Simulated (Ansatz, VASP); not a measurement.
## C in VASP and in Ansatz

```
C
1.0
     2.46565    0.00000    0.00000
    -1.23283    2.13532    0.00000
     0.00000    0.00000   17.50007
C
4
Cartesian
  1.2328 0.7118 4.5000
  0.0000 1.4235 4.5000
  0.8219 2.1353 8.1101
  -0.4109 2.8471 8.1100
```

Alike in both runs: task single point; functional PBE; dispersion D3(BJ); k mesh 15 × 15 × 1; occupations gaussian, width 0.1 eV; no spin polarisation.

|  | VASP | Ansatz |
| --- | --- | --- |
| version | VASP 6.6.1 | Ansatz 0.2.0 |
| potentials or method | VASP PAW PBE potentials, release 64 (C), cutoff 520 eV | scalar-relativistic, plane waves, PAW |
| valence electrons in the cell | 16 | 16 |

|  | VASP | Ansatz | Ansatz less VASP |
| --- | --- | --- | --- |
| gap on the k mesh at the Fermi level (eV) | 0.14 | 0.14 | 0.000 |
| least direct gap on the mesh (eV) | 0.14 | 0.14 | 0.000 |
| rms of the force components (eV/Å) | 0.012 | 0.012 | 0.0000 |

Atom by atom the forces differ by 0.000 eV/Å (rms over components).
